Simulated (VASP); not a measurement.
**MnS: single point with RPBE+D4**

The system is MnS.

```xyz
2
Lattice="0.0000 2.4446 2.4446 2.4446 0.0000 2.4446 2.4446 2.4446 0.0000" Properties=species:S:1:pos:R:3 pbc="T T T"
Mn    0.0000    0.0000    0.0000
S     3.6669    3.6669    3.6669
```

```json
{"Program": "VASP 6.6.1", "Task": "single point", "Functional": "RPBE", "Dispersion": "D4", "Potentials or basis": "VASP PAW PBE potentials, release 64 (Mn_pv, S)", "Cutoff": "520 eV", "k mesh": "9 × 9 × 9", "Occupations": "fermi-dirac, width 0.05 eV", "Spin": "collinear spin, ferromagnetic start", "Starting moments": "[4.0, 0.0] μB"}
```

```yaml
Pressure: -0.2 GPa
Net_moment: 0.18 μB per cell
Site_moments: Mn +0.17; S -0.00 μB
Valence_electrons_inside_the_program's_atomic_spheres: Mn 12.10; S 3.78
Dispersion_energy_per_atom: -0.992 eV
```

Levels at points of the mesh, in eV from the Fermi level:
Spin up:
```tsv
k point	band 7	band 8	band 9	band 10	band 11	band 12	band 13	band 14
(0.00, 0.00, 0.00)	-4.86	-0.93	-0.93	3.87	3.87	3.87	4.07	8.03
```
Spin down:
```
           k point  band 5  band 6  band 7  band 8  band 9  band 10  band 11  band 12  band 13  band 14
(0.00, 0.00, 0.00)   -4.82   -4.82   -4.82   -0.71   -0.71     3.93     3.93     3.93     4.09     8.07
```

Wall time 55 s on 1 thread of Intel(R) Xeon(R) Platinum 8375C CPU @ 2.90GHz (Ice Lake), with other jobs on the host, peak memory 0.19 GiB.

Caveat: the PAW data sets were made with another functional, which shifts forces and pressure a little; semilocal functionals often make such compounds metallic where correlation or magnetic order opens a gap, which also shifts bond lengths. With open d or f shells a metallic result of RPBE can be an artefact of self-interaction; +U or a hybrid may open a gap.
